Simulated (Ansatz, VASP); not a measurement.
Two plane-wave programs on Be2SeO4

```xyz
7
Lattice="-2.2064 2.2064 4.1224 2.2064 -2.2064 4.1224 2.2064 2.2064 -4.1224" Properties=species:S:1:pos:R:3 pbc="T T T"
Be    0.0000    2.2064    2.0612
Be    0.0000    0.0000    4.1224
Se    0.0000    0.0000    0.0000
O     1.1032    1.1474    1.0718
O    -1.0591    1.1032    3.0506
O     1.1032    1.0591    5.1943
O     3.2655    1.1032   -1.0718
```

Change from the starting cell: species swapped into the CdGa2Se4 type (I-4, No. 82).

Alike in both runs: task relaxation of cell and atoms; functional PBE; k mesh 4 × 4 × 4; occupations gaussian, width 0.15 eV; no spin polarisation.

|  | VASP | Ansatz |
| --- | --- | --- |
| version | VASP 6.6.1 | Ansatz 0.2.0 |
| potentials or method | VASP PAW PBE potentials, release 64 (Be, Se, O), cutoff 600 eV | scalar-relativistic, plane waves, PAW |
| valence electrons in the cell | 34 | 44 |

Ansatz gave:

```
gap on the k mesh at the Fermi level, each at its own relaxed structure (eV) : 0.64
relaxed volume (Å³/atom)                                                     : 10.34
relaxed cell length with the largest relative difference (Å)                 : 4.920
```

Problem. Which values does VASP return?

Solution. gap on the k mesh at the Fermi level, each at its own relaxed structure (eV): 0.63; relaxed volume (Å³/atom): 10.35; relaxed cell length with the largest relative difference (Å): 4.947.

VASP's potentials hold 34 valence electrons a cell and Ansatz's 44, so a difference there can come from the potentials and not from the codes.

The k mesh is coarse, so the values compare programs but aren't converged.
